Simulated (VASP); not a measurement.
# Mo3N4 (Pm-3m) in VASP: a series of runs, part 2 of 2

VASP 6.6.1. Earlier steps stand in the parts before.

## 5. Single point, PBE

This run uses another cell than the first one, of 10.61 Å³/atom.

INCAR

```
SYSTEM = Mo3N4
  ALGO = Normal
  EDIFF = 1E-7
  ENCUT = 520
  GGA = PE
  ISIF = 2
  ISMEAR = -1
  LASPH = .TRUE.
  LCHARG = .FALSE.
  LREAL = .FALSE.
  LWAVE = .FALSE.
  NBANDS = 40
  NELM = 60
  PREC = Accurate
  SIGMA = 0.15
```

KPOINTS

```
k-points
0
G
  8 8 8
  0 0 0
```

POSCAR

```
Mo3N4
1.0
    4.2036780530      0.0000000000      0.0000000000
    0.0000000000      4.2036780530      0.0000000000
    0.0000000000      0.0000000000      4.2036780530
Mo N
3 4
Direct
    0.5000000000      0.5000000000      0.0000000000
    0.0000000000      0.5000000000      0.5000000000
    0.5000000000      0.0000000000      0.5000000000
    0.5000000000      0.5000000000      0.5000000000
    0.5000000000      0.0000000000      0.0000000000
    0.0000000000      0.5000000000      0.0000000000
    0.0000000000      0.0000000000      0.5000000000
```

Potentials or basis: VASP PAW PBE potentials, release 64 (Mo_sv, N).

Run with:

```
$ cat potpaw_PBE.64/Mo_sv/POTCAR potpaw_PBE.64/N/POTCAR > POTCAR
$ mpirun -np 1 vasp_std > vasp.out
```

OUTCAR:

```text
SYSTEM = Mo3N4
   EDIFF = 1E-7
   ENCUT = 520
   GGA = PE
   ISIF = 2
   ISMEAR = -1
   LASPH = .TRUE.
   LREAL = .FALSE.
   NELM = 60
   PREC = Accurate

 ion  position               nearest neighbor table
   1  0.500  0.500  0.000-   4 2.10   5 2.10   6 2.10   4 2.10   5 2.10   6 2.10   3 2.97   3 2.97
                             3 2.97   2 2.97   3 2.97   2 2.97   2 2.97   2 2.97
   2  0.000  0.500  0.500-   4 2.10   6 2.10   7 2.10   6 2.10   7 2.10   4 2.10   3 2.97   3 2.97
                             1 2.97   1 2.97   3 2.97   1 2.97   1 2.97   3 2.97
   3  0.500  0.000  0.500-   4 2.10   5 2.10   7 2.10   5 2.10   4 2.10   7 2.10   2 2.97   1 2.97
                             2 2.97   1 2.97   1 2.97   2 2.97   1 2.97   2 2.97
   4  0.500  0.500  0.500-   1 2.10   2 2.10   3 2.10   1 2.10   3 2.10   2 2.10
   5  0.500  0.000  0.000-   1 2.10   3 2.10   3 2.10   1 2.10
   6  0.000  0.500  0.000-   1 2.10   2 2.10   2 2.10   1 2.10
   7  0.000  0.000  0.500-   2 2.10   3 2.10   2 2.10   3 2.10

  LATTYP: Found a simple cubic cell.
 ALAT       =     4.2036780530

  Lattice vectors:

 A1 = (   4.2036780530,   0.0000000000,   0.0000000000)
 A2 = (   0.0000000000,   4.2036780530,   0.0000000000)
 A3 = (   0.0000000000,   0.0000000000,   4.2036780530)

Analysis of symmetry for initial positions (statically):
=====================================================================
 Subroutine PRICEL returns:
 Original cell was already a primitive cell.

 Routine SETGRP: Setting up the symmetry group for a
 simple cubic supercell.

 Subroutine GETGRP returns: Found 48 space group operations
 (whereof 48 operations were pure point group operations)
 out of a pool of 48 trial point group operations.

The static configuration has the point symmetry O_h .

Analysis of symmetry for dynamics (positions and initial velocities):
=====================================================================
 Subroutine PRICEL returns:
[... 142 lines left out ...]
  Thomas-Fermi vector in A             =   2.647333
   LORBIT       =      0    0 simple, 1 ext, 2 COOP (PROOUT), +10 PAW based schemes
   GGA     = PE    functional components
   LHFCALC =     F    Hartree Fock is set to
   AEXX    =    0.0000 exact exchange contribution
   IVDW    =     0    specifies the selected vdW correction
   LEPSILON=     F    determine dielectric tensor
   LRPA    =     F    only Hartree local field effects (RPA)
 non-spin polarized calculation
  energy-cutoff  :      520.00
  volume of cell :       74.28
 maximum number of plane-waves:      2021
 NGX is ok and might be reduce to    32
   NGX = 15   NGY = 15   NGZ = 15

 number of electron      61.9999999 magnetization

 Free energy of the ion-electron system (eV)
  ---------------------------------------------------
  ext. energy  EPLUGINS =         0.00000000
  ---------------------------------------------------
  free energy    TOTEN  =       -67.42657909 eV

  energy without entropy =      -67.14224450  energy(sigma->0) =      -67.28441180

 E-fermi :  10.8410     XC(G=0): -12.8433

 val. band max:       10.8396396591   @ k =   0.5000   0.2500   0.1250
 cond. band min:      10.8462002784   @ k =   0.5000   0.3750   0.3750
 fundamental gap:      0.0065606193
 Fermi energy:        10.8409510668

 k-point     1 :       0.0000    0.0000    0.0000
  band No.  band energies     occupation
      1     -51.6295      2.00000
      2     -51.4921      2.00000
      3     -51.4921      2.00000
      4     -26.0729      2.00000
      5     -26.0729      2.00000
      6     -26.0729      2.00000
[... 1021 lines left out ...]
     39      14.7136      0.00000
     40      14.8027      0.00000

 [... further k-points ...]

------------------------ aborting loop because EDIFF is reached ----------------------------------------

  FORCE on cell =-STRESS in cart. coord.  units (eV):
  Direction    XX          YY          ZZ          XY          YZ          ZX
  --------------------------------------------------------------------------------------
  -------------------------------------------------------------------------------------
  Total        0.1983005      0.1983005      0.1983005      0.0000000     -0.0000000      0.0000000
  in kB        4.2770670      4.2770670      4.2770670      0.0000000     -0.0000000      0.0000000
  external PRESSURE =       4.2770670 kB  Pullay stress =       0.0000000 kB

 VOLUME and BASIS-vectors are now :
 -----------------------------------------------------------------------------
  energy-cutoff  :      520.00
  volume of cell :       74.28
      direct lattice vectors                 reciprocal lattice vectors
     4.203678053  0.000000000  0.000000000     0.237886914  0.000000000  0.000000000
     0.000000000  4.203678053  0.000000000     0.000000000  0.237886914  0.000000000
     0.000000000  0.000000000  4.203678053     0.000000000  0.000000000  0.237886914

 POSITION                                       TOTAL-FORCE (eV/Angst)
 -----------------------------------------------------------------------------------
      2.10184      2.10184      0.00000         0.000000      0.000000      0.000000
      0.00000      2.10184      2.10184         0.000000      0.000000      0.000000
      2.10184      0.00000      2.10184         0.000000      0.000000      0.000000
      2.10184      2.10184      2.10184         0.000000      0.000000      0.000000
      2.10184      0.00000      0.00000         0.000000      0.000000      0.000000
      0.00000      2.10184      0.00000         0.000000      0.000000      0.000000
      0.00000      0.00000      2.10184         0.000000      0.000000      0.000000
 -----------------------------------------------------------------------------------
    total drift:                                0.000000     -0.000000     -0.000000

  FREE ENERGIE OF THE ION-ELECTRON SYSTEM (eV)
  ---------------------------------------------------
  free  energy   TOTEN  =       -67.4265790885 eV

  energy  without entropy=      -67.1422445043  energy(sigma->0) =      -67.28441180
```

OSZICAR:

```text
N       E                     dE             d eps       ncg     rms          rms(c)
DAV:   1     0.653132775192E+03    0.65313E+03   -0.38118E+04  2896   0.161E+03
DAV:   2    -0.471057994582E+02   -0.70024E+03   -0.67291E+03  3216   0.484E+02
DAV:   3    -0.809707918906E+02   -0.33865E+02   -0.33048E+02  3504   0.104E+02
DAV:   4    -0.815143618046E+02   -0.54357E+00   -0.54091E+00  3248   0.130E+01
DAV:   5    -0.815247729195E+02   -0.10411E-01   -0.10404E-01  3448   0.149E+00    0.595E+01
DAV:   6    -0.703746209935E+02    0.11150E+02   -0.10273E+02  3024   0.497E+01    0.177E+01
DAV:   7    -0.681616439963E+02    0.22130E+01   -0.23553E+01  2944   0.233E+01    0.163E+01
DAV:   8    -0.674383968796E+02    0.72325E+00   -0.28086E+00  3248   0.961E+00    0.439E+00
DAV:   9    -0.674369049147E+02    0.14920E-02   -0.24338E-01  3408   0.255E+00    0.978E-01
DAV:  10    -0.674263187926E+02    0.10586E-01   -0.61183E-02  3272   0.134E+00    0.255E-01
DAV:  11    -0.674265279649E+02   -0.20917E-03   -0.44612E-03  3240   0.395E-01    0.930E-02
DAV:  12    -0.674265744836E+02   -0.46519E-04   -0.58290E-04  3432   0.154E-01    0.349E-02
DAV:  13    -0.674265821981E+02   -0.77145E-05   -0.13039E-04  3144   0.701E-02    0.158E-02
DAV:  14    -0.674265786449E+02    0.35531E-05   -0.16458E-05  3224   0.206E-02    0.298E-03
DAV:  15    -0.674265790852E+02   -0.44031E-06   -0.14983E-06  3120   0.582E-03    0.214E-03
DAV:  16    -0.674265790885E+02   -0.32469E-08   -0.41805E-07  2688   0.289E-03
   1 F= -.67426579E+02 E0= -.67284412E+02  d E =-.284335E+00
```

Run time: 77 s. Hardware: 1 thread of Intel Xeon Platinum 8259CL at 2.50GHz (Skylake/Cascade Lake), shared host; peak memory 0.22 GiB.

Results:

| Item | Value |
| --- | --- |
| Free energy | -67.4266 eV |
| Pressure | 0.4 GPa |
| Band gap on the k mesh | zero (bands 31 and 32 overlap by 1.83 eV) |

## 6. Relaxation of cell and atoms, PBE

INCAR

```
PREC = Accurate ; ENCUT = 600
EDIFF = 1E-6 ; ISMEAR = 0
SIGMA = 0.1 ; LREAL = False
LASPH = True ; NELM = 100
ALGO = Normal ; ISIF = 3
LWAVE = False ; LCHARG = False
GGA = PE ; IBRION = 2
NSW = 100 ; EDIFFG = -0.05
```

KPOINTS

```
regular mesh
0
Gamma
  6 6 6
```

Changes to POSCAR since step 5:

```diff
@@ -2,5 +2,5 @@
 1.0
-    4.2036780530      0.0000000000      0.0000000000
-    0.0000000000      4.2036780530      0.0000000000
-    0.0000000000      0.0000000000      4.2036780530
+    4.0192176623      0.0000000000      0.0000000000
+    0.0000000000      4.0192176623      0.0000000000
+    0.0000000000      0.0000000000      4.0192176623
 Mo N
```

Potentials or basis: VASP PAW PBE potentials, release 64 (Mo_sv, N).

Run with:

```
$ cat potpaw_PBE.64/Mo_sv/POTCAR potpaw_PBE.64/N/POTCAR > POTCAR
$ mpirun -np 1 vasp_std > vasp.out
```

Wall time 4 min (1 thread of Intel Xeon Platinum 8259CL at 2.50GHz (Skylake/Cascade Lake), shared host); peak memory 0.21 GiB.

Results (log left out):

```yaml
Free_energy: -67.2437 eV
Relaxed_volume: 10.62 Å³/atom
Relaxed_cell: a = 4.204 Å, b = 4.204 Å, c = 4.204 Å, α = 90.00°, β = 90.00°, γ = 90.00°
Space_group_after_relaxing_to_0.1_Å: Pm-3m (No. 221)
Pressure_after_relaxing: 0.0 GPa
Band_gap_on_the_k_mesh: zero (bands 31 and 32 overlap by 1.87 eV)
```

Final structure:
```
Mo N
1.0
     4.20446    0.00000    0.00000
     0.00000    4.20446    0.00000
     0.00000    0.00000    4.20446
Mo N
3 4
Direct
  0.50000 0.50000 0.00000
  0.00000 0.50000 0.50000
  0.50000 0.00000 0.50000
  0.50000 0.50000 0.50000
  0.50000 0.00000 0.00000
  0.00000 0.50000 0.00000
  0.00000 0.00000 0.50000
```

Levels at points of the mesh, in eV from the Fermi level:
```tsv
k point	band 29	band 30	band 31	band 32	band 33	band 34
(0.00, 0.00, 0.00)	-1.55	-1.55	-1.55	-0.85	-0.85	-0.85
(0.50, 0.00, 0.00)	-2.74	-1.48	-0.29	0.03	0.03	0.31
(0.50, 0.50, 0.00)	-0.64	0.05	0.50	0.57	0.57	0.88
(0.50, 0.50, 0.50)	0.66	0.66	0.66	1.51	1.51	1.51
```

## 7. The runs side by side

```csv
task,cell,k mesh,cutoff (eV),smearing,gap on the mesh (eV),pressure (GPa),relaxed volume (Å³/atom)
relaxation of cell and atoms,"relaxed from a = 4.019 Å, 7 atoms",6 × 6 × 6,600,gaussian 0.1 eV,none,0.0,10.62
relaxation of cell and atoms,"relaxed from a = 4.202 Å, 7 atoms",8 × 8 × 8,600,fermi-dirac 0.15 eV,none,0.0,10.62
single point,"a = 4.203 Å, 7 atoms",6 × 6 × 6,520,gaussian 0.1 eV,none,0.5,-
single point,"a = 4.204 Å, 7 atoms",8 × 8 × 8,520,fermi-dirac 0.15 eV,none,0.4,-
```

Alike in all rows: level PBE; potentials or basis VASP PAW PBE potentials, release 64 (Mo_sv, N); no spin polarisation.

Total energies depend on the potentials used, so only differences within one code and one set of settings carry meaning.
